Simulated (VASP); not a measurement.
# SnO (Romarchite) (P4/nmm) in VASP: single point with r2SCAN+D3(BJ)

Aim: the single point of SnO (Romarchite) with r2SCAN+D3(BJ).

Program: VASP 6.6.1. These are calculated values, not measurements. Logs are shortened: lines on timing, memory, paths and dates and some standing lists are left out, and cuts for length are marked.

### Step 1. The cell of the first run

The structure is tetragonal, space group P4/nmm (No. 129). The conventional cell has a = 3.799 Å, b = 3.799 Å, c = 4.841 Å, α = 90.00°, β = 90.00°, γ = 90.00°. Sn (site symmetry 4mm) has 4 O at 2.22 Å within 2.9 Å. Within 2.9 Å of O (site symmetry -4m2) lie 4 Sn at 2.22 Å and 4 O at 2.69 Å.

### Step 2. Single point, r2SCAN+D3(BJ)

Contents of POSCAR:

```
SnO
1.0
    3.7986000000      0.0000000000      0.0000000000
    0.0000000000      3.7986000000      0.0000000000
    0.0000000000      0.0000000000      4.8408000000
Sn O
2 2
Direct
    0.5000000000      0.0000000000      0.2369000000
    0.0000000000      0.5000000000      0.7631000000
    0.0000000000      0.0000000000      0.0000000000
    0.5000000000      0.5000000000      0.0000000000
```

Contents of INCAR.step1:

```
SYSTEM = SnO
ALGO = Normal
EDIFF = 1E-4
ENCUT = 520
GGA = PE
ISMEAR = 0
LASPH = .TRUE.
LCHARG = .FALSE.
LREAL = .FALSE.
LWAVE = .TRUE.
NBANDS = 28
NELM = 60
PREC = Accurate
SIGMA = 0.1
```

Contents of INCAR.step2:

```
SYSTEM = SnO
ALGO = Normal
EDIFF = 1E-7
ENCUT = 520
ISIF = 2
ISMEAR = 0
ISTART = 1
IVDW = 12
LASPH = .TRUE.
LCHARG = .TRUE.
LELF = .TRUE.
LMIXTAU = .TRUE.
LREAL = .FALSE.
LVHAR = .TRUE.
LWAVE = .FALSE.
METAGGA = R2SCAN
NBANDS = 28
NELM = 60
PREC = Accurate
SIGMA = 0.1
VDW_A1 = 0.49484001
VDW_A2 = 5.73083694
VDW_S6 = 1.0
VDW_S8 = 0.78981345
```

Contents of KPOINTS:

```
k-points
0
G
  6 6 4
  0 0 0
```

Potentials or basis: VASP PAW PBE potentials, release 64 (Sn_d, O).

On the command line:

```bash
> cat potpaw_PBE.64/Sn_d/POTCAR potpaw_PBE.64/O/POTCAR > POTCAR
> cp INCAR.step1 INCAR
> mpirun -np 1 vasp_std > vasp.out
> cp INCAR.step2 INCAR
> mpirun -np 1 vasp_std > vasp.out
```

OUTCAR:

```text
SYSTEM = SnO
   EDIFF = 1E-7
   ENCUT = 520
   ISIF = 2
   ISMEAR = 0
   ISTART = 1
   IVDW = 12
   LASPH = .TRUE.
   LREAL = .FALSE.
   METAGGA = R2SCAN
   NELM = 60
   PREC = Accurate
 IVDW          = 12

 ion  position               nearest neighbor table
   1  0.500  0.000  0.237-   3 2.22   4 2.22   4 2.22   3 2.22   2 3.53   2 3.53   2 3.53   2 3.53
                             2 3.70   2 3.70   2 3.70   2 3.70
   2  0.000  0.500  0.763-   3 2.22   4 2.22   3 2.22   4 2.22   1 3.53   1 3.53   1 3.53   1 3.53
                             1 3.70   1 3.70   1 3.70   1 3.70
   3  0.000  0.000  0.000-   1 2.22   2 2.22   2 2.22   1 2.22
   4  0.500  0.500  0.000-   1 2.22   2 2.22   1 2.22   2 2.22

  LATTYP: Found a simple tetragonal cell.
 ALAT       =     3.7986000000
 C/A-ratio  =     1.2743642395

  Lattice vectors:

 A1 = (   3.7986000000,   0.0000000000,   0.0000000000)
 A2 = (   0.0000000000,   3.7986000000,   0.0000000000)
 A3 = (   0.0000000000,   0.0000000000,   4.8408000000)

Analysis of symmetry for initial positions (statically):
=====================================================================
 Subroutine PRICEL returns:
 Original cell was already a primitive cell.

 Routine SETGRP: Setting up the symmetry group for a
 simple tetragonal supercell.

 Subroutine GETGRP returns: Found 16 space group operations
 (whereof  8 operations were pure point group operations)
 out of a pool of 16 trial point group operations.

The static configuration has the point symmetry D_2d.
 The point group associated with its full space group is D_4h.

Analysis of symmetry for dynamics (positions and initial velocities):
=====================================================================
 Subroutine PRICEL returns:
 Original cell was already a primitive cell.

 Routine SETGRP: Setting up the symmetry group for a
 simple tetragonal supercell.

 Subroutine GETGRP returns: Found 16 space group operations
 (whereof  8 operations were pure point group operations)
 out of a pool of 16 trial point group operations.

The dynamic configuration has the point symmetry D_2d.
 The point group associated with its full space group is D_4h.

 Subroutine INISYM returns: Found 16 space group operations
 (whereof  8 operations are pure point group operations),
 and found     1 'primitive' translations

----------------------------------------------------------------------------------------

                                     Primitive cell

  volume of cell :      69.8497

  direct lattice vectors                    reciprocal lattice vectors
     3.798600000  0.000000000  0.000000000     0.263254883  0.000000000  0.000000000
     0.000000000  3.798600000  0.000000000     0.000000000  0.263254883  0.000000000
     0.000000000  0.000000000  4.840800000     0.000000000  0.000000000  0.206577425

  length of vectors
     3.798600000  3.798600000  4.840800000     0.263254883  0.263254883  0.206577425

  position of ions in fractional coordinates (direct lattice)
     0.500000000  0.000000000  0.236900000
     0.000000000  0.500000000  0.763100000
     0.000000000  0.000000000  0.000000000
     0.500000000  0.500000000  0.000000000

  ion indices of the primitive-cell ions
   primitive index   ion index
                 1           1
                 2           2
                 3           3
                 4           4

----------------------------------------------------------------------------------------

 KPOINTS: k-points

Automatic generation of k-mesh.
 Grid dimensions read from file:
 generate k-points for:    6    6    4

 Generating k-lattice:

  Cartesian coordinates                     Fractional coordinates (reciprocal lattice)
     0.043875814  0.000000000  0.000000000     0.166666667  0.000000000  0.000000000
     0.000000000  0.043875814  0.000000000     0.000000000  0.166666667  0.000000000
     0.000000000  0.000000000  0.051644356     0.000000000  0.000000000  0.250000000

  Length of vectors
     0.043875814  0.043875814  0.051644356

  Shift w.r.t. Gamma in fractional coordinates (k-lattice)
     0.000000000  0.000000000  0.000000000

 Subroutine IBZKPT returns following result:
 ===========================================

 Found     30 irreducible k-points:

 Following reciprocal coordinates:
            Coordinates               Weight
  0.000000  0.000000  0.000000      1.000000
  0.166667  0.000000  0.000000      4.000000
  0.333333  0.000000  0.000000      4.000000
  0.500000  0.000000  0.000000      2.000000
  0.166667  0.166667  0.000000      4.000000
  0.333333  0.166667  0.000000      8.000000
[... 16 lines left out ...]
  0.333333  0.000000  0.500000      4.000000
  0.500000  0.000000  0.500000      2.000000
 [... further k-points ...]
   k-points           NKPTS =     30   k-points in BZ     NKDIM =     30   number of bands    NBANDS=     28
   number of dos      NEDOS =    301   number of ions     NIONS =      4
   total plane-waves  NPLWV =  28224
   dimension x,y,z NGX =    28 NGY =   28 NGZ =   36
   dimension x,y,z NGXF=    56 NGYF=   56 NGZF=   72
   ions per type =               2   2
   NGX,Y,Z   is equivalent  to a cutoff of  12.25, 12.25, 12.36 a.u.
   NGXF,Y,Z  is equivalent  to a cutoff of  24.51, 24.51, 24.73 a.u.
 SYSTEM =  SnO
   PREC   = accura    normal or accurate (medium, high low for compatibility)
   ISTART =      1    job   : 0-new  1-cont  2-samecut
   ICHARG =      0    charge: 1-file 2-atom 10-const
   ISPIN  =      1    spin polarized calculation?
   LNONCOLLINEAR =      F non collinear calculations
   LSORBIT =      F    spin-orbit coupling
   LASPH  =      T    aspherical Exc in radial PAW
   ENCUT  =  520.0 eV  38.22 Ry    6.18 a.u.   7.06  7.06  9.00*2*pi/ulx,y,z
   NELM   =     60;   NELMIN=  2; NELMDL=  0     # of ELM steps
   EDIFF  = 0.1E-06   stopping-criterion for ELM
   LREAL  =      F    real-space projection
   EDIFFG = 0.1E-05   stopping-criterion for IOM
   NSW    =      0    number of steps for IOM
   IBRION =     -1    ionic relax: 0-MD 1-quasi-New 2-CG
   NFREE  =      0    steps in history (QN), initial steepest desc. (CG)
   ISIF   =      2    stress and relaxation
   ISYM   =      2    0-nonsym 1-usesym 2-fastsym
   POTIM  = 0.5000    time-step for ionic-motion
   TEBEG  =    0.0;   TEEND  =   0.0 temperature during run
   PSTRESS=    0.0 pullay stress
   NELECT =      40.0000    total number of electrons
   NUPDOWN=      -1.0000    fix difference up-down
   EMIN   =  10.00;   EMAX   =-10.00  energy-range for DOS
   EFERMI =   0.00;   METHOD = LEGACY
   ISMEAR =     0;   SIGMA  =   0.10  broadening in eV -4-tet -1-fermi 0-gaus
   EFERMI_NEDOS =   21; number of points for ismear=-14 and -15
   IALGO  =     38    algorithm
   IMIX   =      4    mixing-type and parameters
     AMIX     =   0.40;   BMIX     =  1.00
     AMIX_MAG =   1.60;   BMIX_MAG =  1.00
  volume/ion in A,a.u.               =      17.46       117.84
  Fermi-wavevector in a.u.,A,eV,Ry     =   1.359482  2.569048 25.146163  1.848191
  Thomas-Fermi vector in A             =   2.486226
   LORBIT       =      0    0 simple, 1 ext, 2 COOP (PROOUT), +10 PAW based schemes
   METAGGA = R2SCAN    functional components
   LHFCALC =     F    Hartree Fock is set to
   AEXX    =    0.0000 exact exchange contribution
   IVDW    =    12    specifies the selected vdW correction
   LEPSILON=     F    determine dielectric tensor
   LRPA    =     F    only Hartree local field effects (RPA)
 non-spin polarized calculation
 Gauss-broadening in eV      SIGMA  =   0.10
  energy-cutoff  :      520.00
  volume of cell :       69.85
 maximum number of plane-waves:      1902
   NGX = 15   NGY = 15   NGZ = 19

 number of electron      39.9999994 magnetization

 Free energy of the ion-electron system (eV)
  ---------------------------------------------------
  ext. energy  EPLUGINS =         0.00000000
  ---------------------------------------------------
  free energy    TOTEN  =       -66.89863730 eV

  energy without entropy =      -66.89816293  energy(sigma->0) =      -66.89840012

 E-fermi :   7.3101     XC(G=0): -10.9501

 val. band max:        7.2311770946   @ k =   0.0000   0.0000   0.0000
 cond. band min:       7.4158465477   @ k =   0.5000   0.5000   0.0000
 fundamental gap:      0.1846694531
 Fermi energy:         7.3100642845

 k-point     1 :       0.0000    0.0000    0.0000
  band No.  band energies     occupation
      1     -15.7817      2.00000
      2     -15.2044      2.00000
      3     -15.1932      2.00000
      4     -15.1932      2.00000
      5     -15.1427      2.00000
      6     -15.1214      2.00000
[... 20 lines left out ...]
     27      14.2766      0.00000
     28      14.9173      0.00000

 k-point     2 :       0.1667    0.0000    0.0000
  band No.  band energies     occupation
      1     -15.7662      2.00000
      2     -15.2808      2.00000
      3     -15.1882      2.00000
      4     -15.1861      2.00000
      5     -15.1816      2.00000
      6     -15.1452      2.00000
[... 20 lines left out ...]
     27      14.6210      0.00000
     28      16.7885      0.00000

 k-point     3 :       0.3333    0.0000    0.0000
  band No.  band energies     occupation
      1     -15.7221      2.00000
      2     -15.4940      2.00000
      3     -15.1734      2.00000
      4     -15.1691      2.00000
      5     -15.1601      2.00000
      6     -15.1499      2.00000
[... 20 lines left out ...]
     27      15.1327      0.00000
     28      17.9101      0.00000

 k-point     4 :       0.5000    0.0000    0.0000
  band No.  band energies     occupation
      1     -15.6398      2.00000
      2     -15.6398      2.00000
      3     -15.1582      2.00000
      4     -15.1582      2.00000
      5     -15.1553      2.00000
      6     -15.1553      2.00000
[... 578 lines left out ...]
     27      15.8666      0.00000
     28      17.0610      0.00000

 k-point    23 :       0.3333    0.0000    0.5000
  band No.  band energies     occupation
      1     -15.7233      2.00000
      2     -15.5221      2.00000
      3     -15.1855      2.00000
      4     -15.1740      2.00000
      5     -15.1631      2.00000
      6     -15.1529      2.00000
[... 20 lines left out ...]
     27      16.1697      0.00000
     28      17.8579      0.00000

 k-point    24 :       0.5000    0.0000    0.5000
  band No.  band energies     occupation
      1     -15.6563      2.00000
      2     -15.6563      2.00000
      3     -15.1887      2.00000
      4     -15.1887      2.00000
      5     -15.1504      2.00000
      6     -15.1504      2.00000
[... 20 lines left out ...]
     27      16.6950      0.00000
     28      16.6950      0.00000

 [... further k-points ...]

------------------------ aborting loop because EDIFF is reached ----------------------------------------

 Edisp (eV)   -0.44359

 E8    (eV) :    -0.1510

  FORCE on cell =-STRESS in cart. coord.  units (eV):
  Direction    XX          YY          ZZ          XY          YZ          ZX
  --------------------------------------------------------------------------------------
  -------------------------------------------------------------------------------------
  Total       0.11979     0.11979     0.07085     0.00000     0.00000     0.00000
  in kB       2.74772     2.74772     1.62504     0.00000     0.00000     0.00000
  external pressure =        2.37 kB  Pullay stress =        0.00 kB

 VOLUME and BASIS-vectors are now :
 -----------------------------------------------------------------------------
  energy-cutoff  :      520.00
  volume of cell :       69.85
      direct lattice vectors                 reciprocal lattice vectors
     3.798600000  0.000000000  0.000000000     0.263254883  0.000000000  0.000000000
     0.000000000  3.798600000  0.000000000     0.000000000  0.263254883  0.000000000
     0.000000000  0.000000000  4.840800000     0.000000000  0.000000000  0.206577425

 POSITION                                       TOTAL-FORCE (eV/Angst)
 -----------------------------------------------------------------------------------
      1.89930      0.00000      1.14679         0.000000      0.000000      0.151561
      0.00000      1.89930      3.69401        -0.000000     -0.000000     -0.151561
      0.00000      0.00000      0.00000         0.000000      0.000000     -0.000000
      1.89930      1.89930      0.00000        -0.000000     -0.000000     -0.000000
 -----------------------------------------------------------------------------------
    total drift:                                0.000000      0.000000      0.000000

  FREE ENERGIE OF THE ION-ELECTRON SYSTEM (eV)
  ---------------------------------------------------
  free  energy   TOTEN  =       -67.3422243329 eV

  energy  without entropy=      -67.3417499642  energy(sigma->0) =      -67.34198715
```

It took 2.4 min on 1 thread of AMD EPYC 7R13 (Zen 3), shared host; peak memory 0.18 GiB.

What came out:

```
Free energy                : -67.3422 eV
Pressure                   : 0.2 GPa
Largest force              : 0.152 eV/Å
Band gap on the k mesh     : 0.18 eV, indirect (least direct gap 2.31 eV)
Dispersion energy per atom : -0.111 eV
```

Forces in eV/Å, atoms in the order of the input:
```
Sn   0.000  0.000  0.152
Sn   0.000  0.000 -0.152
O    0.000  0.000  0.000
O    0.000  0.000  0.000
```

Stress tensor (GPa, compression positive):
```
0.27 0.00 0.00
0.00 0.27 0.00
0.00 0.00 0.16
```

Levels at points of the mesh, in eV from the valence-band top:
| k point | band 17 | band 18 | band 19 | band 20 | band 21 | band 22 | band 23 | band 24 |
| --- | --- | --- | --- | --- | --- | --- | --- | --- |
| (0.00, 0.00, 0.00) | -3.94 | -3.64 | -3.64 | 0.00 | 2.41 | 4.57 | 4.87 | 4.87 |
| (0.50, 0.00, 0.00) | -5.34 | -5.34 | -3.00 | -3.00 | 3.46 | 3.46 | 6.21 | 6.21 |
| (0.50, 0.50, 0.00) | -2.96 | -2.96 | -2.13 | -2.13 | 0.18 | 0.18 | 4.74 | 4.74 |
| (0.00, 0.00, 0.50) | -3.65 | -3.65 | -3.09 | -2.58 | 1.96 | 3.12 | 3.12 | 3.81 |
| (0.50, 0.00, 0.50) | -5.30 | -5.30 | -2.03 | -2.03 | 2.78 | 2.78 | 5.69 | 5.69 |
| (0.50, 0.50, 0.50) | -2.96 | -2.96 | -2.92 | -2.92 | 2.46 | 2.46 | 4.37 | 4.37 |

Caveat: the PAW data sets were made with another functional, which shifts forces and pressure a little; spin-orbit coupling is left out, which moves the levels of the heavy elements. A k mesh can miss the band edges.
